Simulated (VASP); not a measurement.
A run of VASP 6.6.1 is set up as follows.

INCAR

```
SYSTEM = Sr
PREC     = Accurate       ! precision mode
ENCUT    = 520            ! plane-wave cutoff, eV
EDIFF    = 1E-6           ! SCF threshold, eV
ISMEAR   = 0              ! smearing method
SIGMA    = 0.03           ! smearing width, eV
LREAL    = .FALSE.        ! projectors in reciprocal space
LASPH    = .TRUE.         ! aspherical terms in the spheres
NELM     = 100            ! most SCF steps
ALGO     = Fast           ! electronic algorithm
ISIF     = 2              ! what is computed and relaxed
LWAVE    = .FALSE.        ! write WAVECAR
LCHARG   = .FALSE.        ! write CHGCAR
GGA      = PS             ! functional
NBANDS   = 11             ! bands
```

The input KPOINTS:

```
Automatic mesh
0
G
  10 10 10
  0 0 0
```

Contents of POSCAR:

```
Sr
1.0
   -0.0152117500      3.0423500000      3.0423500000
    3.0271382500      0.0000000000      3.0271382500
    3.0423500000      3.0423500000     -0.0152117500
Sr
1
Direct
    0.0000000000      0.0000000000      0.0000000000
```

Potentials or basis: VASP PAW PBE potentials, release 64 (Sr_sv).

Command:

```sh
$ cat potpaw_PBE.64/Sr_sv/POTCAR > POTCAR
$ mpirun -np 1 vasp_std > vasp.out
```

(1) What does it give for the pressure?

(2) What does it give for the band gap on the k mesh?

## Answers

(1) -0.9 GPa.

(2) zero (bands 5 and 6 overlap by 0.07 eV).

Caveat: the cell differs from its parent crystal (strain -0.0100 x Voigt [0, 0, 0, 0, 1, 0]); the PAW data sets were made with another functional, which shifts forces and pressure a little.
